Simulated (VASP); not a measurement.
Write the native input for VASP 6.6.1 that does the following.

* Task: single point
* Functional: PBEsol-based global hybrid
* Potentials or basis: VASP PAW PBE potentials, release 64 (Al)
* Cutoff: 520 eV
* k mesh: 5 × 5 × 5
* Occupations: fermi-dirac, width 0.05 eV
* Spin: no spin polarisation
* Dipole correction: no
* Grid for exact exchange (PRECFOCK): Normal
* Share of exact exchange: 0.25
* Further INCAR settings: ALGO = Normal; EDIFF = 1e-06; NBANDS = 8

The system is Al.

```
Al
1.0
     2.72176    0.00000    0.00000
     0.00000    2.72176    0.00000
     0.00000    0.00000    2.72176
Al
1
Cartesian
  0.0000 0.0000 0.0000
```

The input as run:

POSCAR

```
Al
1.0
    2.7217600000      0.0000000000      0.0000000000
    0.0000000000      2.7217600000      0.0000000000
    0.0000000000      0.0000000000      2.7217600000
Al
1
Direct
    0.0000000000      0.0000000000      0.0000000000
```

INCAR.step1

```
SYSTEM = Al
PREC = Accurate ; ENCUT = 520
EDIFF = 1E-5 ; ISMEAR = -1
SIGMA = 0.05 ; LREAL = .False.
LASPH = .True. ; NELM = 100
ALGO = Normal ; ISIF = 2
LWAVE = .True. ; GGA = PE
NBANDS = 8
```

INCAR.step2

```
SYSTEM = Al
PREC = Accurate ; ENCUT = 520
EDIFF = 1E-6 ; ISMEAR = -1
SIGMA = 0.05 ; LREAL = .False.
LASPH = .True. ; NELM = 100
ALGO = Normal ; ISIF = 2
LWAVE = .False. ; LCHARG = .True.
GGA = PS ; LHFCALC = .True.
AEXX = 0.25 ; PRECFOCK = Normal
LELF = .True. ; LVHAR = .True.
ISTART = 1 ; NBANDS = 8
```

KPOINTS

```
regular mesh
0
Gamma
  5 5 5
  0 0 0
```

Potentials or basis: VASP PAW PBE potentials, release 64 (Al).

The run is started by

```sh
$ cat potpaw_PBE.64/Al/POTCAR > POTCAR
$ cp INCAR.step1 INCAR
$ mpirun -np 1 vasp_std > vasp.out
$ cp INCAR.step2 INCAR
$ mpirun -np 1 vasp_std > vasp.out
```

Results of the run:

The pressure is -1.9 GPa.

Caveat: the k points lie up to 0.46 Å⁻¹ apart; the PAW data sets were made with another functional, which shifts forces and pressure a little.

Wall time 9.6 s on 1 thread of Intel(R) Xeon(R) 6975P-C (Granite Rapids) (shared host), peak memory 0.12 GiB.
